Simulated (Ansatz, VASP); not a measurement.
**One calculation of ScGa3P2, two programs**

```xyz
6
Lattice="5.1441 0.0000 0.0000 -2.5721 4.4549 0.0000 0.0000 0.0000 4.7175" Properties=species:S:1:pos:R:3 pbc="T T T"
Sc    0.0000    0.0000    0.0000
Ga    2.5721    0.0000    2.3587
Ga   -1.2860    2.2275    2.3587
Ga    1.2860    2.2275    2.3587
P     2.5721    1.4850    0.0000
P     0.0000    2.9700    0.0000
```

Change from the starting cell: species swapped into the NdB2Rh3 type (P6/mmm, No. 191).

Alike in both runs: functional PBE; k mesh 3 × 3 × 6; occupations gaussian, width 0.1 eV; no spin polarisation.

Ansatz relaxed the structure, and its values are those at the end. VASP's run is a single point on that final structure, the one shown.

```csv
,VASP,Ansatz
version,VASP 6.6.1,Ansatz 0.2.0
potentials or method,"VASP PAW PBE potentials, release 64 (Sc_sv, Ga_d, P), cutoff 520 eV","scalar-relativistic, plane waves, PAW"
valence electrons in the cell,60,60
```

Ansatz gave:

- gap on the k mesh at the Fermi level (eV): none
- pressure (GPa): 0.2

Task: Estimate VASP's values.

Result: gap on the k mesh at the Fermi level (eV): none; pressure (GPa): 0.3.

A gap of «none» marks a metal or a gap that the smearing closes. The functional is the same, so the differences come from potentials, cutoffs and numerics.

The k mesh is coarse, so the values compare programs but aren't converged.
